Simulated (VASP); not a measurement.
# HfN (Fm-3m) in VASP: vibrations by perturbation theory with PBE

Aim: the vibrations by perturbation theory of HfN with PBE.

Program: VASP 6.6.1. These are calculated values, not measurements. Logs are shortened: lines on timing, memory, paths and dates and some standing lists are left out, and cuts for length are marked.

## Step 1: The cell of the first run

It takes space group Fm-3m (No. 225, cubic). Conventional cell: a = 4.471 Å, b = 4.471 Å, c = 4.471 Å, α = 90.00°, β = 90.00°, γ = 90.00°. Within 3.0 Å of Hf (site symmetry m-3m) lie 6 N at 2.24 Å. N (site symmetry m-3m) has 6 Hf at 2.24 Å within 3.0 Å.

## Step 2: Vibrations by perturbation theory, PBE

INCAR

```
ALGO     = Normal         # electronic algorithm
EDIFF    = 1E-8           # SCF threshold, eV
ENCUT    = 600            # plane-wave cutoff, eV
GGA      = PE             # functional
GGA_COMPAT= False        
IBRION   = 8              # ionic algorithm
ISIF     = 2              # what is computed and relaxed
ISMEAR   = 1              # smearing method
LASPH    = True           # aspherical terms in the spheres
LCHARG   = False          # write CHGCAR
LREAL    = False          # projectors in reciprocal space
LWAVE    = False          # write WAVECAR
NELM     = 120            # most SCF steps
NSW      = 1              # ionic steps
PREC     = Accurate       # precision mode
SIGMA    = 0.1            # smearing width, eV
```

KPOINTS

```
k-points
0
Gamma
  16 16 16
```

POSCAR

```
HfN
1.0
    0.0000000000      2.2354791452      2.2354791452
    2.2354791452      0.0000000000      2.2354791452
    2.2354791452      2.2354791452      0.0000000000
Hf N
1 1
Direct
    0.0000000000      0.0000000000      0.0000000000
    0.5000000000      0.5000000000      0.5000000000
```

Potentials or basis: VASP PAW PBE potentials, release 64 (Hf_pv, N).

Run with:

```bash
$ cat potpaw_PBE.64/Hf_pv/POTCAR potpaw_PBE.64/N/POTCAR > POTCAR
$ mpirun -np 1 vasp_std > vasp.out
```

OUTCAR:

```text
EDIFF = 1E-8
   ENCUT = 600
   GGA = PE
   IBRION = 8
   ISIF = 2
   ISMEAR = 1
   LASPH = True
   LREAL = False
   NELM = 120
   NSW = 1
   PREC = Accurate

 ion  position               nearest neighbor table
   1  0.000  0.000  0.000-   2 2.24   2 2.24   2 2.24   2 2.24   2 2.24   2 2.24
   2  0.500  0.500  0.500-   1 2.24   1 2.24   1 2.24   1 2.24   1 2.24   1 2.24

  LATTYP: Found a face centered cubic cell.
 ALAT       =     4.4709582904

  Lattice vectors:

 A1 = (   0.0000000000,   2.2354791452,   2.2354791452)
 A2 = (   2.2354791452,   0.0000000000,   2.2354791452)
 A3 = (   2.2354791452,   2.2354791452,   0.0000000000)

Analysis of symmetry for initial positions (statically):
=====================================================================
 Subroutine PRICEL returns:
 Original cell was already a primitive cell.

 Routine SETGRP: Setting up the symmetry group for a
 face centered cubic supercell.

 Subroutine GETGRP returns: Found 48 space group operations
 (whereof 48 operations were pure point group operations)
 out of a pool of 48 trial point group operations.

The static configuration has the point symmetry O_h .

Analysis of symmetry for dynamics (positions and initial velocities):
=====================================================================
 Subroutine PRICEL returns:
 Original cell was already a primitive cell.

 Routine SETGRP: Setting up the symmetry group for a
 face centered cubic supercell.

 Subroutine GETGRP returns: Found 48 space group operations
 (whereof 48 operations were pure point group operations)
 out of a pool of 48 trial point group operations.

The dynamic configuration has the point symmetry O_h .

 Subroutine INISYM returns: Found 48 space group operations
 (whereof 48 operations are pure point group operations),
 and found     1 'primitive' translations

----------------------------------------------------------------------------------------

                                     Primitive cell

  volume of cell :      22.3430

  direct lattice vectors                    reciprocal lattice vectors
     0.000000000  2.235479145  2.235479145    -0.223665696  0.223665696  0.223665696
     2.235479145  0.000000000  2.235479145     0.223665696 -0.223665696  0.223665696
     2.235479145  2.235479145  0.000000000     0.223665696  0.223665696 -0.223665696

  length of vectors
     3.161444926  3.161444926  3.161444926     0.387400350  0.387400350  0.387400350

  position of ions in fractional coordinates (direct lattice)
     0.000000000  0.000000000  0.000000000
     0.500000000  0.500000000  0.500000000

  ion indices of the primitive-cell ions
   primitive index   ion index
                 1           1
                 2           2

----------------------------------------------------------------------------------------

 KPOINTS: k-points

Automatic generation of k-mesh.
 Grid dimensions read from file:
 generate k-points for:   16   16   16

 Generating k-lattice:

  Cartesian coordinates                     Fractional coordinates (reciprocal lattice)
    -0.013979106  0.013979106  0.013979106     0.062500000  0.000000000  0.000000000
     0.013979106 -0.013979106  0.013979106     0.000000000  0.062500000  0.000000000
     0.013979106  0.013979106 -0.013979106     0.000000000  0.000000000  0.062500000

  Length of vectors
     0.024212522  0.024212522  0.024212522

  Shift w.r.t. Gamma in fractional coordinates (k-lattice)
     0.000000000  0.000000000  0.000000000

 Subroutine IBZKPT returns following result:
 ===========================================

 Found    145 irreducible k-points:

 Following reciprocal coordinates:
            Coordinates               Weight
  0.000000  0.000000  0.000000      1.000000
  0.062500  0.000000  0.000000      8.000000
  0.125000  0.000000  0.000000      8.000000
  0.187500  0.000000  0.000000      8.000000
  0.250000  0.000000  0.000000      8.000000
  0.312500  0.000000  0.000000      8.000000
[... 16 lines left out ...]
 -0.125000  0.062500  0.000000     24.000000
 -0.062500  0.062500  0.000000     12.000000
 [... further k-points ...]
   k-points           NKPTS =    145   k-points in BZ     NKDIM =    145   number of bands    NBANDS=     11
[... 19 lines left out ...]
   EDIFFG = 0.1E-06   stopping-criterion for IOM
   NSW    =      1    number of steps for IOM
   IBRION =      8    ionic relax: 0-MD 1-quasi-New 2-CG
   NFREE  =      0    steps in history (QN), initial steepest desc. (CG)
   ISIF   =      2    stress and relaxation
   ISYM   =      2    0-nonsym 1-usesym 2-fastsym
   POTIM  = 0.5000    time-step for ionic-motion
   TEBEG  =    0.0;   TEEND  =   0.0 temperature during run
   PSTRESS=    0.0 pullay stress
   NELECT =      15.0000    total number of electrons
   NUPDOWN=      -1.0000    fix difference up-down
   EMIN   =  10.00;   EMAX   =-10.00  energy-range for DOS
   EFERMI =   0.00;   METHOD = LEGACY
   ISMEAR =     1;   SIGMA  =   0.10  broadening in eV -4-tet -1-fermi 0-gaus
   EFERMI_NEDOS =   21; number of points for ismear=-14 and -15
   IALGO  =     38    algorithm
   IMIX   =      4    mixing-type and parameters
     AMIX     =   0.40;   BMIX     =  1.00
     AMIX_MAG =   1.60;   BMIX_MAG =  1.00
  volume/ion in A,a.u.               =      11.17        75.39
  Fermi-wavevector in a.u.,A,eV,Ry     =   1.433479  2.708882 27.958090  2.054862
  Thomas-Fermi vector in A             =   2.552993
   LORBIT       =      0    0 simple, 1 ext, 2 COOP (PROOUT), +10 PAW based schemes
   GGA     = PE    functional components
   LHFCALC =     F    Hartree Fock is set to
   AEXX    =    0.0000 exact exchange contribution
   IVDW    =     0    specifies the selected vdW correction
   LEPSILON=     F    determine dielectric tensor
   LRPA    =     F    only Hartree local field effects (RPA)
 non-spin polarized calculation
 Methfessel and Paxton  Order N= 1 SIGMA  =   0.10
  energy-cutoff  :      600.00
  volume of cell :       22.34
 maximum number of plane-waves:       757
 NGX is ok and might be reduce to    28
   NGX = 13   NGY = 13   NGZ = 13

--------------------------------------- Ionic step        1  -------------------------------------------

 number of electron      15.0000001 magnetization

 Free energy of the ion-electron system (eV)
  ---------------------------------------------------
  ext. energy  EPLUGINS =         0.00000000
  ---------------------------------------------------
  free energy    TOTEN  =       -21.72355545 eV

  energy without entropy =      -21.72321732  energy(sigma->0) =      -21.72344274

 E-fermi :   8.6641     XC(G=0): -12.8985

 val. band max:        8.6522970115   @ k =  -0.4375   0.3125   0.1250
 cond. band min:       8.6704967384   @ k =  -0.1250   0.0625   0.0000
 fundamental gap:      0.0181997270
 Fermi energy:         8.6641381802

 k-point     1 :       0.0000    0.0000    0.0000
  band No.  band energies     occupation
      1     -22.3608      2.00000
      2     -22.3608      2.00000
      3     -22.3608      2.00000
      4      -9.0295      2.00000
      5       5.6033      2.00000
      6       5.6033      2.00000
      7       5.6033      2.00000
      8       8.3031      2.00000
      9       8.3031      2.00000
     10       8.3031      2.00000
     11      10.7136      0.00000
[... 309 lines left out ...]
 k-point    24 :      -0.0625    0.0625    0.0000
  band No.  band energies     occupation
      1     -22.4698      2.00000
      2     -22.3877      2.00000
      3     -22.3626      2.00000
      4      -8.7770      2.00000
      5       4.5677      2.00000
      6       4.9099      2.00000
      7       5.2405      2.00000
      8       8.4739      2.02161
      9       8.4834      2.02832
     10       8.9456     -0.00051
     11      10.8919      0.00000

 [... further k-points ...]
[... 5 lines left out ...]
  --------------------------------------------------------------------------------------
  -------------------------------------------------------------------------------------
  Total        1.7335864      1.7335864      1.7335864      0.0000000      0.0000000      0.0000000
  in kB      124.3123277    124.3123277    124.3123277      0.0000000      0.0000000      0.0000000
  external PRESSURE =     124.3123277 kB  Pullay stress =       0.0000000 kB

 VOLUME and BASIS-vectors are now :
 -----------------------------------------------------------------------------
  energy-cutoff  :      600.00
  volume of cell :       22.34
      direct lattice vectors                 reciprocal lattice vectors
     0.000000000  2.235479145  2.235479145    -0.223665696  0.223665696  0.223665696
     2.235479145  0.000000000  2.235479145     0.223665696 -0.223665696  0.223665696
     2.235479145  2.235479145  0.000000000     0.223665696  0.223665696 -0.223665696

 POSITION                                       TOTAL-FORCE (eV/Angst)
 -----------------------------------------------------------------------------------
      0.00000      0.00000      0.00000        -0.000000     -0.000000      0.000000
      2.23548      2.23548      2.23548         0.000000      0.000000     -0.000000
 -----------------------------------------------------------------------------------
    total drift:                                0.000000      0.000000      0.000000

  FREE ENERGIE OF THE ION-ELECTRON SYSTEM (eV)
  ---------------------------------------------------
  free  energy   TOTEN  =       -21.7235554529 eV

  energy  without entropy=      -21.7232173156  energy(sigma->0) =      -21.72344274

[... ionic steps 2 to 3 ...]

--------------------------------------- Ionic step        4  -------------------------------------------

------------------------ aborting loop because EDIFF is reached ----------------------------------------

[... ionic steps 5 to 6 ...]

--------------------------------------- Ionic step        7  -------------------------------------------

 Free energy of the ion-electron system (eV)
  ---------------------------------------------------
  ---------------------------------------------------
  free energy    TOTEN  =        -0.23436971 eV

  energy without entropy =       -0.23436971

------------------------ aborting loop because EDIFF is reached ----------------------------------------

 INTERNAL STRAIN TENSOR  FOR ION    2  DIRECTION 1   (eV/Angst):
 -----------------------------------------------------------------------------
    -0.02984 -0.00000  0.00000
     0.00000  0.01251  0.00000
    -0.00000  0.00000  0.01251

 INTERNAL STRAIN TENSOR FOR ION    2 for displacements in x,y,z  (eV/Angst):
          X           Y           Z          XY          YZ          ZX
  --------------------------------------------------------------------------------
  x     0.00000     0.00000     0.00000     0.00000     0.00000     0.00000
  y     0.00000     0.00000     0.00000     0.00000     0.00000     0.00000
  z     0.00000     0.00000     0.00000     0.00000     0.00000     0.00000

 SECOND DERIVATIVES (NOT SYMMETRIZED)
 ------------------------------------
               1X          1Y          1Z          2X          2Y          2Z
  1X   -13.251537    0.000000    0.000000   13.251537    0.000000    0.000000
  1Y     0.000000  -13.251537    0.000000    0.000000   13.251537    0.000000
  1Z     0.000000    0.000000  -13.251537    0.000000    0.000000   13.251537
  2X    13.253711    0.000000    0.000000  -13.253711    0.000000    0.000000
  2Y     0.000000   13.253711    0.000000    0.000000  -13.253711    0.000000
  2Z     0.000000    0.000000   13.253711    0.000000    0.000000  -13.253711

 Eigenvectors and eigenvalues of the dynamical matrix
 ----------------------------------------------------

   1 f  =   15.795582 THz    99.246568 2PiTHz  526.883900 cm-1    65.325249 meV
             X         Y         Z           dx          dy          dz
      0.000000  0.000000  0.000000     0.000000    0.000000   -0.269675
      2.235479  2.235479  2.235479     0.000000    0.000000    0.962951
[... 21 lines left out ...]
   6 f/i=    0.000336 THz     0.002114 2PiTHz    0.011224 cm-1     0.001392 meV
             X         Y         Z           dx          dy          dz
      0.000000  0.000000  0.000000    -0.021052    0.611286    0.743748
      2.235479  2.235479  2.235479    -0.005896    0.171191    0.208287

--------------------------------------------------------------------------------------------------------

 ELASTIC MODULI CONTR FROM IONIC RELAXATION (kBar)
 Direction    XX          YY          ZZ          XY          YZ          ZX
 --------------------------------------------------------------------------------
 XX           0.0000      0.0000      0.0000      0.0000      0.0000      0.0000
 YY           0.0000      0.0000      0.0000      0.0000      0.0000      0.0000
 ZZ           0.0000      0.0000      0.0000      0.0000      0.0000      0.0000
 XY           0.0000      0.0000      0.0000      0.0000      0.0000      0.0000
 YZ           0.0000      0.0000      0.0000      0.0000      0.0000      0.0000
 ZX           0.0000      0.0000      0.0000      0.0000      0.0000      0.0000
 --------------------------------------------------------------------------------
```

It used 920 s of CPU time on 1 thread of AMD EPYC 7R13 Processor (Zen 3), on a shared host.

Results:

```
Highest phonon frequency at Γ, LO-TO splitting left out : 527 cm⁻¹
```

Phonon frequencies in cm⁻¹ (negative: imaginary):
| q point | frequencies |
| --- | --- |
| (0.000, 0.000, 0.000) | 0 0 0 527 527 527 |

Caveat: the cell wasn't relaxed at this level first, which shifts response properties; spin-orbit coupling is left out, which moves the levels of the heavy elements.
